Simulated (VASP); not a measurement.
# Hf (Im-3m) in VASP: a series of runs

Hf is run at these levels: PBE; tasks: single point.

Program: VASP 6.6.1. These are calculated values, not measurements. Logs are shortened: lines on timing, memory, paths and dates and some standing lists are left out, and cuts for length are marked.

**1. The cell of the first run**

It takes space group Im-3m (No. 229, cubic). Conventional cell: a = 3.179 Å, b = 3.179 Å, c = 3.179 Å, α = 90.00°, β = 90.00°, γ = 90.00°. Hf (site symmetry m-3m) has 14 Hf at 2.75 to 3.18 Å within 3.6 Å.

**2. Single point, PBE (volume scaled by 0.720)**

File INCAR:

```
SYSTEM = Hf
ALGO     = Normal         ! electronic algorithm
EDIFF    = 1E-7           ! SCF threshold, eV
ENCUT    = 520            ! plane-wave cutoff, eV
GGA      = PE             ! functional
ISIF     = 2              ! what is computed and relaxed
ISMEAR   = 0              ! smearing method
LASPH    = .True.         ! aspherical terms in the spheres
LCHARG   = .True.         ! write CHGCAR
LELF     = .True.         ! ELF
LREAL    = .False.        ! projectors in reciprocal space
LVHAR    = .True.       
LWAVE    = .False.        ! write WAVECAR
NBANDS   = 11             ! bands
NELM     = 60             ! most SCF steps
PREC     = Accurate       ! precision mode
SIGMA    = 0.05           ! smearing width, eV
```

File KPOINTS:

```
k-points
0
Gamma
  20 20 20
  0 0 0
```

File POSCAR:

```
Hf
1.0
   -1.5894976739      1.5894976739      1.5894976739
    1.5894976739     -1.5894976739      1.5894976739
    1.5894976739      1.5894976739     -1.5894976739
Hf
1
Direct
    0.0000000000      0.0000000000      0.0000000000
```

Potentials or basis: VASP PAW PBE potentials, release 64 (Hf_pv).

Command:

```sh
cat potpaw_PBE.64/Hf_pv/POTCAR > POTCAR
mpirun -np 1 vasp_std > vasp.out
```

OUTCAR:

```text
SYSTEM = Hf
   EDIFF = 1E-7
   ENCUT = 520
   GGA = PE
   ISIF = 2
   ISMEAR = 0
   LASPH = .True.
   LREAL = .False.
   NELM = 60
   PREC = Accurate

 ion  position               nearest neighbor table
   1  0.000  0.000  0.000-

  LATTYP: Found a body centered cubic cell.
 ALAT       =     3.1789953478

  Lattice vectors:

 A1 = (  -1.5894976739,   1.5894976739,   1.5894976739)
 A2 = (   1.5894976739,  -1.5894976739,   1.5894976739)
 A3 = (   1.5894976739,   1.5894976739,  -1.5894976739)

Analysis of symmetry for initial positions (statically):
=====================================================================
 Subroutine PRICEL returns:
 Original cell was already a primitive cell.

 Routine SETGRP: Setting up the symmetry group for a
 body centered cubic supercell.

 Subroutine GETGRP returns: Found 48 space group operations
 (whereof 48 operations were pure point group operations)
 out of a pool of 48 trial point group operations.

The static configuration has the point symmetry O_h .

Analysis of symmetry for dynamics (positions and initial velocities):
=====================================================================
 Subroutine PRICEL returns:
 Original cell was already a primitive cell.

 Routine SETGRP: Setting up the symmetry group for a
 body centered cubic supercell.

 Subroutine GETGRP returns: Found 48 space group operations
 (whereof 48 operations were pure point group operations)
 out of a pool of 48 trial point group operations.

The dynamic configuration has the point symmetry O_h .

 Subroutine INISYM returns: Found 48 space group operations
 (whereof 48 operations are pure point group operations),
 and found     1 'primitive' translations

----------------------------------------------------------------------------------------

                                     Primitive cell

  volume of cell :      16.0635

  direct lattice vectors                    reciprocal lattice vectors
    -1.589497674  1.589497674  1.589497674     0.000000000  0.314564789  0.314564789
     1.589497674 -1.589497674  1.589497674     0.314564789  0.000000000  0.314564789
     1.589497674  1.589497674 -1.589497674     0.314564789  0.314564789  0.000000000

  length of vectors
     2.753090730  2.753090730  2.753090730     0.444861790  0.444861790  0.444861790

  position of ions in fractional coordinates (direct lattice)
     0.000000000  0.000000000  0.000000000

  ion indices of the primitive-cell ions
   primitive index   ion index
                 1           1

----------------------------------------------------------------------------------------

 KPOINTS: k-points

Automatic generation of k-mesh.
 Grid dimensions read from file:
 generate k-points for:   20   20   20

 Generating k-lattice:

  Cartesian coordinates                     Fractional coordinates (reciprocal lattice)
     0.000000000  0.015728239  0.015728239     0.050000000  0.000000000  0.000000000
     0.015728239  0.000000000  0.015728239     0.000000000  0.050000000  0.000000000
     0.015728239  0.015728239  0.000000000     0.000000000  0.000000000  0.050000000

  Length of vectors
     0.022243090  0.022243090  0.022243090

  Shift w.r.t. Gamma in fractional coordinates (k-lattice)
     0.000000000  0.000000000  0.000000000

 Subroutine IBZKPT returns following result:
 ===========================================

 Found    256 irreducible k-points:

 Following reciprocal coordinates:
            Coordinates               Weight
  0.000000  0.000000  0.000000      1.000000
  0.050000  0.000000  0.000000     12.000000
  0.100000  0.000000  0.000000     12.000000
  0.150000  0.000000  0.000000     12.000000
  0.200000  0.000000  0.000000     12.000000
  0.250000  0.000000  0.000000     12.000000
[... 16 lines left out ...]
  0.200000  0.100000  0.000000     48.000000
  0.250000  0.100000  0.000000     48.000000
 [... further k-points ...]
   k-points           NKPTS =    256   k-points in BZ     NKDIM =    256   number of bands    NBANDS=     11
   number of dos      NEDOS =    301   number of ions     NIONS =      1
   total plane-waves  NPLWV =   8000
   dimension x,y,z NGX =    20 NGY =   20 NGZ =   20
   dimension x,y,z NGXF=    40 NGYF=   40 NGZF=   40
   ions per type =               1
   NGX,Y,Z   is equivalent  to a cutoff of  12.08, 12.08, 12.08 a.u.
   NGXF,Y,Z  is equivalent  to a cutoff of  24.15, 24.15, 24.15 a.u.
 SYSTEM =  Hf
   PREC   = accura    normal or accurate (medium, high low for compatibility)
   ISTART =      0    job   : 0-new  1-cont  2-samecut
   ICHARG =      2    charge: 1-file 2-atom 10-const
   ISPIN  =      1    spin polarized calculation?
   LNONCOLLINEAR =      F non collinear calculations
   LSORBIT =      F    spin-orbit coupling
   LASPH  =      T    aspherical Exc in radial PAW
   ENCUT  =  520.0 eV  38.22 Ry    6.18 a.u.   5.12  5.12  5.12*2*pi/ulx,y,z
   NELM   =     60;   NELMIN=  2; NELMDL= -5     # of ELM steps
   EDIFF  = 0.1E-06   stopping-criterion for ELM
   LREAL  =      F    real-space projection
   EDIFFG = 0.1E-05   stopping-criterion for IOM
   NSW    =      0    number of steps for IOM
   IBRION =     -1    ionic relax: 0-MD 1-quasi-New 2-CG
   NFREE  =      0    steps in history (QN), initial steepest desc. (CG)
   ISIF   =      2    stress and relaxation
   ISYM   =      2    0-nonsym 1-usesym 2-fastsym
   POTIM  = 0.5000    time-step for ionic-motion
   TEBEG  =    0.0;   TEEND  =   0.0 temperature during run
   PSTRESS=    0.0 pullay stress
   NELECT =      10.0000    total number of electrons
   NUPDOWN=      -1.0000    fix difference up-down
   EMIN   =  10.00;   EMAX   =-10.00  energy-range for DOS
   EFERMI =   0.00;   METHOD = LEGACY
   ISMEAR =     0;   SIGMA  =   0.05  broadening in eV -4-tet -1-fermi 0-gaus
   EFERMI_NEDOS =   21; number of points for ismear=-14 and -15
   IALGO  =     38    algorithm
   IMIX   =      4    mixing-type and parameters
     AMIX     =   0.40;   BMIX     =  1.00
     AMIX_MAG =   1.60;   BMIX_MAG =  1.00
  volume/ion in A,a.u.               =      16.06       108.40
  Fermi-wavevector in a.u.,A,eV,Ry     =   1.397853  2.641560 26.585701  1.953994
  Thomas-Fermi vector in A             =   2.521069
   LORBIT       =      0    0 simple, 1 ext, 2 COOP (PROOUT), +10 PAW based schemes
   GGA     = PE    functional components
   LHFCALC =     F    Hartree Fock is set to
   AEXX    =    0.0000 exact exchange contribution
   IVDW    =     0    specifies the selected vdW correction
   LEPSILON=     F    determine dielectric tensor
   LRPA    =     F    only Hartree local field effects (RPA)
 non-spin polarized calculation
 Gauss-broadening in eV      SIGMA  =   0.05
  energy-cutoff  :      520.00
  volume of cell :       16.06
 maximum number of plane-waves:       456
   NGX = 11   NGY = 11   NGZ = 11

 number of electron      10.0000000 magnetization

 number of electron       9.9999997 magnetization

 Free energy of the ion-electron system (eV)
  ---------------------------------------------------
  ext. energy  EPLUGINS =         0.00000000
  ---------------------------------------------------
  free energy    TOTEN  =        -8.90510981 eV

  energy without entropy =       -8.90366558  energy(sigma->0) =       -8.90438770

 E-fermi :   7.0604     XC(G=0): -12.8876

 val. band max:        7.0527753761   @ k =   0.2000   0.2000   0.0000
 cond. band min:       7.0636193319   @ k =   0.2500   0.2000   0.1000
 fundamental gap:      0.0108439558
 Fermi energy:         7.0604373269

 k-point     1 :       0.0000    0.0000    0.0000
  band No.  band energies     occupation
      1     -21.4668      2.00000
      2     -21.4668      2.00000
      3     -21.4668      2.00000
      4      -0.8431      2.00000
      5       8.7578      0.00000
      6       8.7578      0.00000
      7       8.7578      0.00000
      8      12.5972      0.00000
      9      12.5972      0.00000
     10      21.4326      0.00000
     11      22.0464      0.00000

 k-point     2 :       0.0500    0.0000    0.0000
  band No.  band energies     occupation
      1     -21.5326      2.00000
      2     -21.4852      2.00000
      3     -21.4677      2.00000
      4      -0.6991      2.00000
      5       8.6530      0.00000
      6       8.7232      0.00000
      7       8.8970      0.00000
      8      12.4001      0.00000
      9      12.5886      0.00000
     10      21.4322      0.00000
     11      22.1960      0.00000

 k-point     3 :       0.1000    0.0000    0.0000
  band No.  band energies     occupation
      1     -21.7199      2.00000
      2     -21.5381      2.00000
      3     -21.4700      2.00000
      4      -0.2851      2.00000
      5       8.3642      0.00000
      6       8.5848      0.00000
      7       9.3112      0.00000
      8      11.9969      0.00000
      9      12.5744      0.00000
     10      21.4320      0.00000
     11      22.6071      0.00000

 k-point     4 :       0.1500    0.0000    0.0000
  band No.  band energies     occupation
      1     -22.0018      2.00000
      2     -21.6194      2.00000
      3     -21.4737      2.00000
      4       0.3447      2.00000
      5       7.9528      0.00000
      6       8.2866      0.00000
      7       9.9896      0.00000
      8      11.7215      0.00000
      9      12.5823      0.00000
     10      21.4312      0.00000
     11      23.1462      0.00000

 k-point     5 :       0.2000    0.0000    0.0000
  band No.  band energies     occupation
      1     -22.3417      2.00000
      2     -21.7202      2.00000
      3     -21.4784      2.00000
      4       1.0958      2.00000
      5       7.4866      0.00000
      6       7.8896      0.00000
      7      10.9145      0.00000
      8      11.7307      0.00000
      9      12.6439      0.00000
     10      21.4300      0.00000
     11      23.5043      0.00000
[... 211 lines left out ...]
 k-point    21 :       0.1000    0.1000    0.0000
  band No.  band energies     occupation
      1     -22.1472      2.00000
      2     -21.6219      2.00000
      3     -21.5282      2.00000
      4       0.7062      2.00000
      5       7.8599      0.00000
      6       7.9374      0.00000
      7      10.4842      0.00000
      8      11.3775      0.00000
      9      12.8735      0.00000
     10      21.4308      0.00000
     11      23.3055      0.00000

 k-point    22 :       0.1500    0.1000   -0.0000
  band No.  band energies     occupation
      1     -22.4470      2.00000
      2     -21.7222      2.00000
      3     -21.5480      2.00000
      4       1.4403      2.00000
      5       7.4261      0.00000
      6       7.5526      0.00000
      7      11.2743      0.00000
      8      11.4670      0.00000
      9      13.1124      0.00000
     10      21.4294      0.00000
     11      23.8791      0.00000

 k-point    23 :       0.2000    0.1000    0.0000
  band No.  band energies     occupation
      1     -22.7615      2.00000
      2     -21.8458      2.00000
      3     -21.5597      2.00000
      4       2.1769      2.00000
      5       6.9695      1.98989
      6       7.2862      0.00000
      7      11.4369      0.00000
      8      12.6307      0.00000
      9      13.3569      0.00000
     10      21.4267      0.00000
     11      23.6230      0.00000

 k-point    24 :       0.2500    0.1000    0.0000
  band No.  band energies     occupation
      1     -23.0615      2.00000
      2     -21.9718      2.00000
      3     -21.5688      2.00000
      4       2.7319      2.00000
      5       6.5871      2.00000
      6       7.2990      0.00000
      7      11.7645      0.00000
      8      13.5875      0.00000
      9      13.9620      0.00000
     10      21.4209      0.00000
     11      22.6217      0.00000

 [... further k-points ...]
[... 5 lines left out ...]
  --------------------------------------------------------------------------------------
  -------------------------------------------------------------------------------------
  Total        5.5201691      5.5201691      5.5201691      0.0000000      0.0000000      0.0000000
  in kB      550.5836123    550.5836123    550.5836123      0.0000000      0.0000000      0.0000000
  external PRESSURE =     550.5836123 kB  Pullay stress =       0.0000000 kB

 VOLUME and BASIS-vectors are now :
 -----------------------------------------------------------------------------
  energy-cutoff  :      520.00
  volume of cell :       16.06
      direct lattice vectors                 reciprocal lattice vectors
    -1.589497674  1.589497674  1.589497674     0.000000000  0.314564789  0.314564789
     1.589497674 -1.589497674  1.589497674     0.314564789  0.000000000  0.314564789
     1.589497674  1.589497674 -1.589497674     0.314564789  0.314564789  0.000000000

 POSITION                                       TOTAL-FORCE (eV/Angst)
 -----------------------------------------------------------------------------------
      0.00000      0.00000      0.00000        -0.000000     -0.000000     -0.000000
 -----------------------------------------------------------------------------------
    total drift:                                0.000000     -0.000000      0.000000

  FREE ENERGIE OF THE ION-ELECTRON SYSTEM (eV)
  ---------------------------------------------------
  free  energy   TOTEN  =        -8.9051098132 eV

  energy  without entropy=       -8.9036655793  energy(sigma->0) =       -8.90438770
```

It took 16 s on 1 thread of AMD EPYC 9R45 (Zen 5), shared host; peak memory 0.13 GiB.

Results:

| Quantity | Value |
| --- | --- |
| Free energy | -8.9051 eV |
| Pressure | 55.1 GPa |
| Band gap on the k mesh | zero (band 5 reaches 8.76 eV, above the bottom of band 6 at 6.11 eV) |

Caveat: spin-orbit coupling is left out, which moves the levels of the heavy elements.

**3. Single point, PBE (volume scaled by 0.960)**

File INCAR:

```
PREC     = Accurate       # precision mode
ENCUT    = 520            # plane-wave cutoff, eV
EDIFF    = 1E-7           # SCF threshold, eV
ISMEAR   = 0              # smearing method
SIGMA    = 0.05           # smearing width, eV
LREAL    = False          # projectors in reciprocal space
LASPH    = True           # aspherical terms in the spheres
NELM     = 60             # most SCF steps
ALGO     = Normal         # electronic algorithm
ISIF     = 2              # what is computed and relaxed
LWAVE    = False          # write WAVECAR
LCHARG   = False          # write CHGCAR
GGA      = PE             # functional
NBANDS   = 11             # bands
```

File KPOINTS:

```
regular mesh
0
Gamma
  18 18 18
```

File POSCAR:

```
Hf
1.0
   -1.7494685605      1.7494685605      1.7494685605
    1.7494685605     -1.7494685605      1.7494685605
    1.7494685605      1.7494685605     -1.7494685605
Hf
1
Direct
    0.0000000000      0.0000000000      0.0000000000
```

Potentials or basis: VASP PAW PBE potentials, release 64 (Hf_pv).

Command:

```sh
cat potpaw_PBE.64/Hf_pv/POTCAR > POTCAR
mpirun -np 1 vasp_std > vasp.out
```

Wall time 18 s (1 thread of AMD EPYC 9R45 (Zen 5), shared host); peak memory 0.14 GiB.

Results (log left out):

| Property | Result |
| --- | --- |
| Free energy | -9.7345 eV |
| Pressure | 4.0 GPa |
| Band gap on the k mesh | zero (band 5 reaches 6.44 eV, above the bottom of band 6 at 4.17 eV) |

Levels at points of the mesh, in eV from the Fermi level:
```
           k point  band 1  band 2  band 3  band 4  band 5  band 6  band 7  band 8  band 9  band 10
(0.00, 0.00, 0.00)  -29.67  -29.67  -29.67   -7.18    1.56    1.56    1.56    4.47    4.47    13.44
(0.50, 0.00, 0.00)  -30.61  -29.97  -29.67   -3.51   -0.57    1.23    4.32    5.37    8.00    10.68
(0.50, 0.50, 0.50)  -30.32  -30.32  -30.32   -2.77   -2.77    7.11    7.11    7.11    7.58     7.58
```

Caveat: spin-orbit coupling is left out, which moves the levels of the heavy elements.
